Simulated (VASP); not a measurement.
Write the native input for VASP 6.6.1 that does the following.

```yaml
Task: single point
Functional: PBE
Potentials_or_basis: VASP PAW PBE potentials, release 64 (B, N)
Cutoff: 600 eV
k_mesh: 7 × 7 × 7
Occupations: gaussian, width 0.01 eV
Spin: no spin polarisation
Dipole_correction: no
Further_INCAR_settings: ALGO = Normal; EDIFF = 1e-06; NBANDS = 11
```

The structure of BN lies in POSCAR:

```
BN
1.0
    0.0000000000      1.8075000000      1.8075000000
    1.8075000000      0.0000000000      1.8075000000
    1.8075000000      1.8075000000      0.0000000000
B N
1 1
Direct
    0.0000000000      0.0000000000      0.0000000000
    0.7500000000      0.7500000000      0.7500000000
```

These files were run (other wordings do the same):

INCAR

```
SYSTEM = BN
PREC = Accurate
ENCUT = 600
EDIFF = 1E-6
ISMEAR = 0
SIGMA = 0.01
LREAL = .FALSE.
LASPH = .TRUE.
NELM = 120
ALGO = Normal
ISIF = 2
LWAVE = .FALSE.
LCHARG = .FALSE.
GGA = PE
NBANDS = 11
GGA_COMPAT = .FALSE.
```

KPOINTS

```
regular mesh
0
G
  7 7 7
  0 0 0
```

Potentials or basis: VASP PAW PBE potentials, release 64 (B, N).

The run is started by

```console
$ cat potpaw_PBE.64/B/POTCAR potpaw_PBE.64/N/POTCAR > POTCAR
$ mpirun -np 1 vasp_std > vasp.out
```

It gave:

```yaml
Pressure: 3.0 GPa
Band_gap_on_the_k_mesh: 4.71 eV (least direct gap 8.82 eV)
```

Caveat: the k points lie up to 0.43 Å⁻¹ apart; an odd mesh through Γ misses points on the zone boundary, where band edges can lie.

Wall time 2.6 s on 1 thread of AMD EPYC 7R13 Processor (Zen 3), with other jobs on the host, peak memory 0.08 GiB.
